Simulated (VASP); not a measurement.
# GaAs (F-43m) in VASP: a series of runs

GaAs is run at these levels: PBEsol; tasks: electric field gradients, dielectric tensor.

Program: VASP 6.6.1. These are calculated values, not measurements. Logs are shortened: lines on timing, memory, paths and dates and some standing lists are left out, and cuts for length are marked.

**The experiment to reproduce.**

From “Evidence of valence band perturbations in GaAsN/GaAs(001): A combined variable-angle spectroscopic ellipsometry and modulated photoreflectance investigation”, 2008, arxiv:0805.2212, for a bulk crystal of GaAs at 300 K: band gap 1.412 ± 0.01 eV (direct).

How close the calculation comes is told below.

## 1. The cell of the first run

It takes space group F-43m (No. 216, cubic). Conventional cell: a = 5.654 Å, b = 5.654 Å, c = 5.654 Å, α = 90.00°, β = 90.00°, γ = 90.00°. Within 3.2 Å of Ga (site symmetry -43m) lie 4 As at 2.45 Å. As (site symmetry -43m) has 4 Ga at 2.45 Å within 3.2 Å.

## 2. Electric field gradients, PBEsol

INCAR reads:

```
SYSTEM = GaAs
PREC = Accurate ; ENCUT = 520
EDIFF = 1E-8 ; ISMEAR = 0
SIGMA = 0.01 ; LREAL = .FALSE.
LASPH = .TRUE. ; NELM = 100
ALGO = Normal ; ISIF = 2
LWAVE = .FALSE. ; LCHARG = .FALSE.
GGA = PS ; LEFG = .TRUE.
NBANDS = 46
```

KPOINTS reads:

```
Automatic mesh
0
G
  3 3 3
  0 0 0
```

POSCAR reads:

```
GaAs
1.0
    5.6537000000      0.0000000000      0.0000000000
    0.0000000000      5.6537000000      0.0000000000
    0.0000000000      0.0000000000      5.6537000000
Ga As
4 4
Direct
    0.0000000000      0.0000000000      0.0000000000
    0.5000000000      0.5000000000      0.0000000000
    0.5000000000      0.0000000000      0.5000000000
    0.0000000000      0.5000000000      0.5000000000
    0.2500000000      0.2500000000      0.2500000000
    0.7500000000      0.7500000000      0.2500000000
    0.7500000000      0.2500000000      0.7500000000
    0.2500000000      0.7500000000      0.7500000000
```

Potentials or basis: VASP PAW PBE potentials, release 64 (Ga_d, As).

On the command line:

```bash
$ cat potpaw_PBE.64/Ga_d/POTCAR potpaw_PBE.64/As/POTCAR > POTCAR
$ mpirun -np 1 vasp_std > vasp.out
```

OUTCAR:

```text
SYSTEM = GaAs
   PREC = Accurate
   ENCUT = 520
   EDIFF = 1E-8
   ISMEAR = 0
   LREAL = .FALSE.
   LASPH = .TRUE.
   NELM = 100
   ISIF = 2
   GGA = PS

 ion  position               nearest neighbor table
   1  0.000  0.000  0.000-   5 2.45   6 2.45   7 2.45   8 2.45
   2  0.500  0.500  0.000-   5 2.45   6 2.45   7 2.45   8 2.45
   3  0.500  0.000  0.500-   5 2.45   6 2.45   7 2.45   8 2.45
   4  0.000  0.500  0.500-   5 2.45   6 2.45   7 2.45   8 2.45
   5  0.250  0.250  0.250-   1 2.45   2 2.45   3 2.45   4 2.45
   6  0.750  0.750  0.250-   1 2.45   2 2.45   3 2.45   4 2.45
   7  0.750  0.250  0.750-   1 2.45   2 2.45   3 2.45   4 2.45
   8  0.250  0.750  0.750-   1 2.45   2 2.45   3 2.45   4 2.45

  LATTYP: Found a simple cubic cell.
 ALAT       =     5.6537000000

  Lattice vectors:

 A1 = (   5.6537000000,   0.0000000000,   0.0000000000)
 A2 = (   0.0000000000,   5.6537000000,   0.0000000000)
 A3 = (   0.0000000000,   0.0000000000,   5.6537000000)

Analysis of symmetry for initial positions (statically):
=====================================================================
 Subroutine PRICEL returns following result:

  LATTYP: Found a face centered cubic cell.
 ALAT       =     5.6537000000

  Lattice vectors:

 A1 = (   2.8268500000,  -2.8268500000,   0.0000000000)
 A2 = (   2.8268500000,   0.0000000000,   2.8268500000)
 A3 = (   0.0000000000,  -2.8268500000,   2.8268500000)

   4 primitive cells build up your supercell.

 Routine SETGRP: Setting up the symmetry group for a
 simple cubic supercell.

 Subroutine GETGRP returns: Found 24 space group operations
 (whereof 24 operations were pure point group operations)
 out of a pool of 48 trial point group operations.

The static configuration has the point symmetry T_d .

Analysis of symmetry for dynamics (positions and initial velocities):
=====================================================================
 Subroutine PRICEL returns following result:

  LATTYP: Found a face centered cubic cell.
 ALAT       =     5.6537000000

  Lattice vectors:

 A1 = (   2.8268500000,  -2.8268500000,   0.0000000000)
 A2 = (   2.8268500000,   0.0000000000,   2.8268500000)
 A3 = (   0.0000000000,  -2.8268500000,   2.8268500000)

   4 primitive cells build up your supercell.

 Routine SETGRP: Setting up the symmetry group for a
 simple cubic supercell.

 Subroutine GETGRP returns: Found 24 space group operations
 (whereof 24 operations were pure point group operations)
 out of a pool of 48 trial point group operations.

The dynamic configuration has the point symmetry T_d .

 Subroutine INISYM returns: Found 24 space group operations
 (whereof 24 operations are pure point group operations),
 and found     4 'primitive' translations

----------------------------------------------------------------------------------------

                                     Primitive cell

  volume of cell :      45.1792

  direct lattice vectors                    reciprocal lattice vectors
     2.826850000 -2.826850000  0.000000000     0.176875321 -0.176875321 -0.176875321
     2.826850000  0.000000000  2.826850000     0.176875321  0.176875321  0.176875321
     0.000000000 -2.826850000  2.826850000    -0.176875321 -0.176875321  0.176875321

  length of vectors
     3.997769609  3.997769609  3.997769609     0.306357042  0.306357042  0.306357042

  position of ions in fractional coordinates (direct lattice)
     0.000000000  0.000000000  0.000000000
     0.750000000  0.750000000  0.750000000

  ion indices of the primitive-cell ions
   primitive index   ion index
                 1           1
                 2           5

----------------------------------------------------------------------------------------

 KPOINTS: Automatic mesh

Automatic generation of k-mesh.
 Grid dimensions read from file:
 generate k-points for:    3    3    3

 Generating k-lattice:

  Cartesian coordinates                     Fractional coordinates (reciprocal lattice)
     0.058958440  0.000000000  0.000000000     0.333333333  0.000000000  0.000000000
     0.000000000  0.058958440  0.000000000     0.000000000  0.333333333  0.000000000
     0.000000000  0.000000000  0.058958440     0.000000000  0.000000000  0.333333333

  Length of vectors
     0.058958440  0.058958440  0.058958440

  Shift w.r.t. Gamma in fractional coordinates (k-lattice)
     0.000000000  0.000000000  0.000000000

 Subroutine IBZKPT returns following result:
 ===========================================

 Found      4 irreducible k-points:

 Following reciprocal coordinates:
            Coordinates               Weight
  0.000000  0.000000  0.000000      1.000000
  0.333333  0.000000  0.000000      6.000000
  0.333333  0.333333  0.000000     12.000000
  0.333333  0.333333  0.333333      8.000000
   k-points           NKPTS =      4   k-points in BZ     NKDIM =      4   number of bands    NBANDS=     46
   number of dos      NEDOS =    301   number of ions     NIONS =      8
   total plane-waves  NPLWV =  74088
   dimension x,y,z NGX =    42 NGY =   42 NGZ =   42
   dimension x,y,z NGXF=    84 NGYF=   84 NGZF=   84
   ions per type =               4   4
   NGX,Y,Z   is equivalent  to a cutoff of  12.35, 12.35, 12.35 a.u.
   NGXF,Y,Z  is equivalent  to a cutoff of  24.70, 24.70, 24.70 a.u.
 SYSTEM =  GaAs
   PREC   = accura    normal or accurate (medium, high low for compatibility)
   ISTART =      0    job   : 0-new  1-cont  2-samecut
   ICHARG =      2    charge: 1-file 2-atom 10-const
   ISPIN  =      1    spin polarized calculation?
   LNONCOLLINEAR =      F non collinear calculations
   LSORBIT =      F    spin-orbit coupling
   LASPH  =      T    aspherical Exc in radial PAW
   ENCUT  =  520.0 eV  38.22 Ry    6.18 a.u.  10.51 10.51 10.51*2*pi/ulx,y,z
   NELM   =    100;   NELMIN=  2; NELMDL= -5     # of ELM steps
   EDIFF  = 0.1E-07   stopping-criterion for ELM
   LREAL  =      F    real-space projection
   EDIFFG = 0.1E-06   stopping-criterion for IOM
   NSW    =      0    number of steps for IOM
   IBRION =     -1    ionic relax: 0-MD 1-quasi-New 2-CG
   NFREE  =      0    steps in history (QN), initial steepest desc. (CG)
   ISIF   =      2    stress and relaxation
   ISYM   =      2    0-nonsym 1-usesym 2-fastsym
   POTIM  = 0.5000    time-step for ionic-motion
   TEBEG  =    0.0;   TEEND  =   0.0 temperature during run
   PSTRESS=    0.0 pullay stress
   NELECT =      72.0000    total number of electrons
   NUPDOWN=      -1.0000    fix difference up-down
   EMIN   =  10.00;   EMAX   =-10.00  energy-range for DOS
   EFERMI =   0.00;   METHOD = LEGACY
   ISMEAR =     0;   SIGMA  =   0.01  broadening in eV -4-tet -1-fermi 0-gaus
   EFERMI_NEDOS =   21; number of points for ismear=-14 and -15
   IALGO  =     38    algorithm
   IMIX   =      4    mixing-type and parameters
     AMIX     =   0.40;   BMIX     =  1.00
     AMIX_MAG =   1.60;   BMIX_MAG =  1.00
  volume/ion in A,a.u.               =      22.59       152.44
  Fermi-wavevector in a.u.,A,eV,Ry     =   1.204628  2.276417 19.743799  1.451128
  Thomas-Fermi vector in A             =   2.340347
   LORBIT       =      0    0 simple, 1 ext, 2 COOP (PROOUT), +10 PAW based schemes
   GGA     = PS    functional components
   LHFCALC =     F    Hartree Fock is set to
   AEXX    =    0.0000 exact exchange contribution
   IVDW    =     0    specifies the selected vdW correction
   LEPSILON=     F    determine dielectric tensor
   LRPA    =     F    only Hartree local field effects (RPA)
 non-spin polarized calculation
 Gauss-broadening in eV      SIGMA  =   0.01
  energy-cutoff  :      520.00
  volume of cell :      180.72
 maximum number of plane-waves:      4945
 NGX is ok and might be reduce to    42
   NGX = 21   NGY = 21   NGZ = 21

 number of electron      72.0000065 magnetization

 Free energy of the ion-electron system (eV)
  ---------------------------------------------------
  ext. energy  EPLUGINS =         0.00000000
  ---------------------------------------------------
  free energy    TOTEN  =       -36.24194081 eV

  energy without entropy =      -36.24194081  energy(sigma->0) =      -36.24194081

 E-fermi :   3.9241     XC(G=0):  -9.7680

 val. band max:        3.8157605193   @ k =   0.0000   0.0000   0.0000
 cond. band min:       4.2677456955   @ k =   0.0000   0.0000   0.0000
 fundamental gap:      0.4519851761
 Fermi energy:         3.9241488210

 k-point     1 :       0.0000    0.0000    0.0000
  band No.  band energies     occupation
      1     -11.0872      2.00000
      2     -11.0872      2.00000
      3     -11.0872      2.00000
      4     -10.9746      2.00000
      5     -10.9746      2.00000
      6     -10.9746      2.00000
[... 38 lines left out ...]
     45       7.4973      0.00000
     46       7.4973      0.00000

 k-point     2 :       0.3333    0.0000    0.0000
  band No.  band energies     occupation
      1     -11.0777      2.00000
      2     -11.0777      2.00000
      3     -11.0644      2.00000
      4     -11.0097      2.00000
      5     -10.9626      2.00000
      6     -10.9626      2.00000
[... 38 lines left out ...]
     45       9.0535      0.00000
     46       9.0535      0.00000

 k-point     3 :       0.3333    0.3333    0.0000
  band No.  band energies     occupation
      1     -11.0691      2.00000
      2     -11.0612      2.00000
      3     -11.0612      2.00000
      4     -11.0248      2.00000
      5     -10.9616      2.00000
      6     -10.9584      2.00000
[... 38 lines left out ...]
     45       8.8124      0.00000
     46       8.8124      0.00000

 k-point     4 :       0.3333    0.3333    0.3333
  band No.  band energies     occupation
      1     -11.0598      2.00000
      2     -11.0598      2.00000
      3     -11.0598      2.00000
      4     -11.0376      2.00000
      5     -10.9587      2.00000
      6     -10.9587      2.00000
[... 38 lines left out ...]
     45       8.4583      0.00000
     46       9.5387      0.00000

------------------------ aborting loop because EDIFF is reached ----------------------------------------

  FORCE on cell =-STRESS in cart. coord.  units (eV):
  Direction    XX          YY          ZZ          XY          YZ          ZX
  --------------------------------------------------------------------------------------
  -------------------------------------------------------------------------------------
  Total        0.3417257      0.3417257      0.3417257      0.0000000     -0.0000000      0.0000000
  in kB        3.0296321      3.0296321      3.0296321      0.0000000     -0.0000000      0.0000000
  external PRESSURE =       3.0296321 kB  Pullay stress =       0.0000000 kB

 VOLUME and BASIS-vectors are now :
 -----------------------------------------------------------------------------
  energy-cutoff  :      520.00
  volume of cell :      180.72
      direct lattice vectors                 reciprocal lattice vectors
     5.653700000  0.000000000  0.000000000     0.176875321  0.000000000  0.000000000
     0.000000000  5.653700000  0.000000000     0.000000000  0.176875321  0.000000000
     0.000000000  0.000000000  5.653700000     0.000000000  0.000000000  0.176875321

 POSITION                                       TOTAL-FORCE (eV/Angst)
 -----------------------------------------------------------------------------------
      0.00000      0.00000      0.00000        -0.000000      0.000000     -0.000000
      2.82685      2.82685      0.00000        -0.000000      0.000000      0.000000
      2.82685      0.00000      2.82685         0.000000     -0.000000      0.000000
      0.00000      2.82685      2.82685         0.000000      0.000000      0.000000
      1.41342      1.41342      1.41342         0.000000     -0.000000     -0.000000
      4.24027      4.24027      1.41342         0.000000     -0.000000     -0.000000
      4.24027      1.41342      4.24027         0.000000     -0.000000     -0.000000
      1.41342      4.24027      4.24027         0.000000     -0.000000     -0.000000
 -----------------------------------------------------------------------------------
    total drift:                                0.000000     -0.000000     -0.000000

  FREE ENERGIE OF THE ION-ELECTRON SYSTEM (eV)
  ---------------------------------------------------
  free  energy   TOTEN  =       -36.2419408116 eV

  energy  without entropy=      -36.2419408116  energy(sigma->0) =      -36.24194081

 Electric field gradients (V/A^2)
---------------------------------------------------------------------
 ion       V_xx      V_yy      V_zz      V_xy      V_xz      V_yz
---------------------------------------------------------------------
   1      -0.000    -0.000    -0.000    -0.000     0.000    -0.000
   2      -0.000    -0.000    -0.000    -0.000     0.000    -0.000
   3      -0.000    -0.000    -0.000     0.000     0.000    -0.000
   4      -0.000    -0.000    -0.000    -0.000     0.000    -0.000
   5       0.000     0.000    -0.000     0.000     0.000     0.000
   6       0.000     0.000    -0.000     0.000     0.000     0.000
   7       0.000     0.000    -0.000     0.000     0.000     0.000
   8       0.000     0.000    -0.000    -0.000     0.000     0.000
---------------------------------------------------------------------

 Electric field gradients after diagonalization (V/A^2)
 (convention: |V_zz| > |V_xx| > |V_yy|)
----------------------------------------------------------------------
 ion       V_xx      V_yy      V_zz     asymmetry (V_yy - V_xx)/ V_zz
----------------------------------------------------------------------
   1      -0.000    -0.000    -0.000      -0.046
   2      -0.000    -0.000    -0.000      -0.043
   3      -0.000    -0.000    -0.000      -0.019
   4      -0.000    -0.000    -0.000      -0.022
   5       0.000    -0.000     0.000      -0.865
   6       0.000    -0.000     0.000      -0.964
   7       0.000    -0.000     0.000      -0.733
   8       0.000    -0.000     0.000      -1.011
----------------------------------------------------------------------

           NMR quadrupolar parameters

 Cq : quadrupolar parameter    Cq=e*Q*V_zz/h
 eta: asymmetry parameters     (V_yy - V_xx)/ V_zz
 Q  : nuclear electric quadrupole moment in mb (millibarn)
----------------------------------------------------------------------
 ion       Cq(MHz)       eta       Q (mb)
----------------------------------------------------------------------
   1      -0.000      -0.046       1.000
   2      -0.000      -0.043       1.000
   3      -0.000      -0.019       1.000
   4      -0.000      -0.022       1.000
   5       0.000      -0.865       1.000
   6       0.000      -0.964       1.000
   7       0.000      -0.733       1.000
   8       0.000      -1.011       1.000
----------------------------------------------------------------------
```

Run time: 30 s. Hardware: 1 thread of Intel Xeon 6975P-C (Granite Rapids), shared host; peak memory 0.26 GiB.

Results:

| Item | Value |
| --- | --- |
| Free energy | -36.2419 eV |
| Pressure | 0.3 GPa |
| Band gap on the k mesh | 0.45 eV |
| Largest electric field gradient by atom | zero within the noise of the run |

Levels at points of the mesh, in eV from the valence-band top:
| k point | band 33 | band 34 | band 35 | band 36 | band 37 | band 38 | band 39 | band 40 |
| --- | --- | --- | --- | --- | --- | --- | --- | --- |
| (0.00, 0.00, 0.00) | -2.70 | 0.00 | 0.00 | 0.00 | 0.45 | 1.34 | 1.34 | 1.34 |

Caveat: the PAW data sets were made with another functional, which shifts forces and pressure a little.

[end of part 1 of 3]
